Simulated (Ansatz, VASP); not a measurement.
**Two plane-wave programs on WS2**

```xyz
3
Lattice="3.1811 0.0000 0.0000 -1.5905 2.7549 0.0000 0.0000 0.0000 17.7135" Properties=species:S:1:pos:R:3 pbc="T T T"
W     0.0000    1.8366    0.0000
S     1.5905    0.9183   16.1545
S     1.5905    0.9183    1.5590
```

Change from the starting cell: strain along c alone, the other axes held, atoms relaxed: +4.5 %.

Alike in both runs: functional r2SCAN; k mesh 12 × 12 × 2; occupations gaussian, width 0.02 eV; no spin polarisation.

Ansatz relaxed the structure, and its values are those at the end. VASP's run is a single point on that final structure, the one shown.

|  | VASP | Ansatz |
| --- | --- | --- |
| version | VASP 6.6.1 | Ansatz 0.2.0 |
| potentials or method | VASP PAW PBE potentials, release 64 (W_sv, S), cutoff 520 eV | scalar-relativistic, plane waves, PAW |
| valence electrons in the cell | 26 | 26 |

```tsv
	VASP	Ansatz	Ansatz less VASP
gap on the k mesh at the Fermi level (eV)	1.91	1.89	-0.016
least direct gap on the mesh (eV)	1.93	1.92	-0.004
rms of the force components (eV/Å)	0.012	0.001	-0.0110
```

VASP's potentials were made for PBE, not for r2SCAN. The functional is the same, so the differences come from potentials, cutoffs and numerics. Ansatz's warnings: stress scf threshold loose.

Neither program's run includes spin-orbit coupling.
